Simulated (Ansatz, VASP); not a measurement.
## One calculation of SiC, two programs

The input INCAR:

```
SYSTEM = SiC
AGGAC    = 1.0          
AGGAX    = 1.0          
ALDAC    = 0.0          
ALDAX    = 1.0          
ALGO     = Normal         ! electronic algorithm
EDIFF    = 1E-6           ! SCF threshold, eV
ENCUT    = 600            ! plane-wave cutoff, eV
GGA      = B5             ! functional
GGA_COMPAT= .FALSE.      
ISIF     = 2              ! what is computed and relaxed
ISMEAR   = -1             ! smearing method
LASPH    = .TRUE.         ! aspherical terms in the spheres
LCHARG   = .FALSE.        ! write CHGCAR
LREAL    = .FALSE.        ! projectors in reciprocal space
LWAVE    = .FALSE.        ! write WAVECAR
NBANDS   = 11             ! bands
NELM     = 120            ! most SCF steps
PREC     = Accurate       ! precision mode
SIGMA    = 0.05           ! smearing width, eV
```

Contents of KPOINTS:

```
k-points
0
G
  10 10 10
  0 0 0
```

Contents of POSCAR:

```
SiC
1.0
    0.0000000000      2.2217363401      2.2217363401
    2.2217363401      0.0000000000      2.2217363401
    2.2217363401      2.2217363401      0.0000000000
Si C
1 1
Direct
    0.0000000000      0.0000000000      0.0000000000
    0.7500000000      0.7500000000      0.7500000000
```

Contents of input.yaml:

```yaml
crystal:
  lattice:
    - [0.0, 2.2217363401, 2.2217363401]
    - [2.2217363401, 0.0, 2.2217363401]
    - [2.2217363401, 2.2217363401, 0.0]
  atoms:
    - { symbol: Si, position: [0.0, 0.0, 0.0] }
    - { symbol: C, position: [0.75, 0.75, 0.75] }
hamiltonian:
  xc: blyp
  pseudopotentials: { kind: paw }
kpoints:
  mp_grid: { grid: [10, 10, 10] }
scf:
  occupations: { method: fermi_dirac, width: 0.05 }
output:
  forces: true
  stress: true
  eigenvalues: true
```

Alike in both runs: task single point; functional BLYP; k mesh 10 × 10 × 10; occupations fermi-dirac, width 0.05 eV; no spin polarisation.

|  | VASP | Ansatz |
| --- | --- | --- |
| version | VASP 6.6.1 | Ansatz 0.2.0 |
| potentials or method | VASP PAW PBE potentials, release 64 (Si, C) | Ansatz PAW |
| plane-wave cutoff (eV) | 600 | 420 |
| valence electrons in the cell | 8 | 8 |

|  | VASP | Ansatz | Ansatz less VASP |
| --- | --- | --- | --- |
| gap on the k mesh at the Fermi level (eV) | 1.74 | 1.74 | -0.004 |
| least direct gap on the mesh (eV) | 4.76 | 4.75 | -0.014 |
| pressure (GPa) | -3.7 | -4.1 | -0.41 |

VASP's potentials were made for PBE, not for BLYP. The functional is the same, so the differences come from potentials, cutoffs and numerics.
